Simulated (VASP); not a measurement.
Wanted: the native input for a VASP 6.6.1 run.

| Quantity | Value |
| --- | --- |
| Task | single point |
| Functional | LDA |
| Potentials or basis | VASP PAW LDA potentials, release 64 (Te, Mo_sv) |
| Cutoff | 520 eV |
| k mesh | 12 × 12 × 2 |
| Occupations | gaussian, width 0.02 eV |
| Spin | no spin polarisation |
| Dipole correction | no |
| Further INCAR settings | ALGO = Normal; EDIFF = 1e-06; NBANDS = 35 |

The structure of Te2Mo lies in POSCAR:

```
Te2Mo
1.0
    3.4728896620      0.0000000000      0.0000000000
   -1.7364448310      3.0076106718      0.0000000000
    0.0000000000      0.0000000000     13.7686842007
Te Mo
4 2
Direct
    0.3333333333      0.6666666667      0.6195394942
    0.6666666667      0.3333333333      0.1195394942
    0.6666666667      0.3333333333      0.3804605058
    0.3333333333      0.6666666667      0.8804605058
    0.3333333333      0.6666666667      0.2500000000
    0.6666666667      0.3333333333      0.7500000000
```

One way to write it, as run:

INCAR

```
SYSTEM = Te2Mo
PREC     = Accurate       ! precision mode
ENCUT    = 520            ! plane-wave cutoff, eV
EDIFF    = 1E-6           ! SCF threshold, eV
ISMEAR   = 0              ! smearing method
SIGMA    = 0.02           ! smearing width, eV
LREAL    = .False.        ! projectors in reciprocal space
LASPH    = .True.         ! aspherical terms in the spheres
NELM     = 60             ! most SCF steps
ALGO     = Normal         ! electronic algorithm
ISIF     = 2              ! what is computed and relaxed
LWAVE    = .False.        ! write WAVECAR
LCHARG   = .False.        ! write CHGCAR
NBANDS   = 35             ! bands
```

KPOINTS

```
Automatic mesh
0
Gamma
  12 12 2
  0 0 0
```

Potentials or basis: VASP PAW LDA potentials, release 64 (Te, Mo_sv).

Run with:

```console
$ cat potpaw_LDA.64/Te/POTCAR potpaw_LDA.64/Mo_sv/POTCAR > POTCAR
$ mpirun -np 1 vasp_std > vasp.out
```

Results of the run:

```json
{
  "Pressure": "0.3 GPa",
  "Largest force": "0.054 eV/Å",
  "Band gap on the k mesh": "0.68 eV, indirect (least direct gap 1.10 eV)"
}
```

Caveat: spin-orbit coupling is left out, which moves the levels of the heavy elements.

It took 6.8 min on 1 thread of AMD EPYC 7R13, on a shared host, peak memory 0.29 GiB.
